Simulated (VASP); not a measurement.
Si16Ge (a cell with a defect), 17 atoms in the cell. The cell holds a defect, 17 atoms: a = 7.679 Å, b = 7.679 Å, c = 7.679 Å, α = 60.00°, β = 60.00°, γ = 60.00°. 

* Program: VASP 6.6.1
* Task: single point
* Functional: PBE
* Dispersion: D3(BJ)
* Potentials or basis: VASP PAW PBE potentials, release 64 (Si, Ge_d)
* Cutoff: 520 eV
* k mesh: 2 × 2 × 2
* Occupations: fermi-dirac, width 0.05 eV
* Spin: no spin polarisation
* Dipole correction: no
* Further INCAR settings: LREAL = Auto; ALGO = Normal; EDIFF = 1e-06; NBANDS = 53

Potentials or basis: VASP PAW PBE potentials, release 64 (Si, Ge_d).

Command:

```console
$ cat potpaw_PBE.64/Si/POTCAR potpaw_PBE.64/Ge_d/POTCAR > POTCAR
$ mpirun -np 1 vasp_std > vasp.out
```

Hardware: 1 thread of Intel(R) Xeon(R) Platinum 8259CL CPU @ 2.50GHz (Skylake/Cascade Lake), on a shared host.

Problem. How long does it take, and how much memory?

Solution. Run time: 8.9 min on 1 thread of Intel(R) Xeon(R) Platinum 8259CL CPU @ 2.50GHz (Skylake/Cascade Lake), on a shared host, peak memory 0.49 GiB. Counts: scf iterations 14, k points 8.
